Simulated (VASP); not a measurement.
A run of VASP 6.6.1:

The input INCAR:

```
  PREC = Accurate
  ENCUT = 520
  EDIFF = 1E-6
  ISMEAR = -1
  SIGMA = 0.06
  LREAL = False
  LASPH = True
  NELM = 100
  ALGO = Normal
  ISIF = 2
  LWAVE = False
  LCHARG = False
  GGA = PE
  NBANDS = 10
```

KPOINTS

```
Automatic mesh
0
Gamma
  7 7 7
```

File POSCAR:

```
Ir
1.0
    0.0000000000      1.9156000000      1.9156000000
    1.9156000000      0.0000000000      1.9156000000
    1.9156000000      1.9156000000      0.0000000000
Ir
1
Direct
    0.0000000000      0.0000000000      0.0000000000
```

Potentials or basis: VASP PAW PBE potentials, release 64 (Ir).

The run is started by

```bash
$ cat potpaw_PBE.64/Ir/POTCAR > POTCAR
$ mpirun -np 1 vasp_std > vasp.out
```

Hardware: 1 thread of Intel(R) Xeon(R) Platinum 8488C (Sapphire Rapids), with other jobs on the host.

Problem. Estimate the wall time of this run.

Solution. Run time: 5.2 s on 1 thread of Intel(R) Xeon(R) Platinum 8488C (Sapphire Rapids) (shared host), peak memory 0.12 GiB. Counts: scf iterations 11, k points 20.
